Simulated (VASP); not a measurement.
Runs of VASP 6.6.1 on Mo. The structure is that of space group P6_3/mmc (No. 194), or close to it. The cells are those of the table. This isn't the form of Mo at room conditions, which is bcc.

```tsv
cell	k mesh	gap on the mesh (eV)	pressure (GPa)
a = 2.674, b = 2.674, c = 9.259 Å, angles 90.0, 90.0, 120.0°, 4 atoms	15 × 15 × 4	none	(a)
a = 2.749, b = 2.749, c = 9.520 Å, angles 90.0, 90.0, 120.0°, 4 atoms	15 × 15 × 4	none	0.5
a = 2.634, b = 2.634, c = 9.123 Å, angles 90.0, 90.0, 120.0°, 4 atoms	15 × 15 × 4	none	43.4
a = 2.749, b = 2.749, c = 9.520 Å, angles 90.0, 90.0, 120.0°, 4 atoms	13 × 13 × 4	none	0.5
a = 2.712, b = 2.712, c = 9.392 Å, angles 90.0, 90.0, 120.0°, 4 atoms	15 × 15 × 4	none	12.0
```

Alike in all rows: task single point; level PBEsol; potentials or basis VASP PAW PBE potentials, release 64 (Mo_sv); no spin polarisation; cutoff (eV) 520; smearing fermi-dirac 0.1 eV.

**Question.** Estimate the missing entries.

**Answer.** (a) 26.1.

Caveats: the PAW data sets were made with another functional, which shifts forces and pressure a little; the cell stands under pressure (at least some runs); the stress differs along the axes, from 39 to 46 GPa (at least some runs).

A k mesh can miss the band edges, and the runs leave out spin-orbit coupling on Mo.

A gap of «none» marks levels without a gap at the run's occupations.
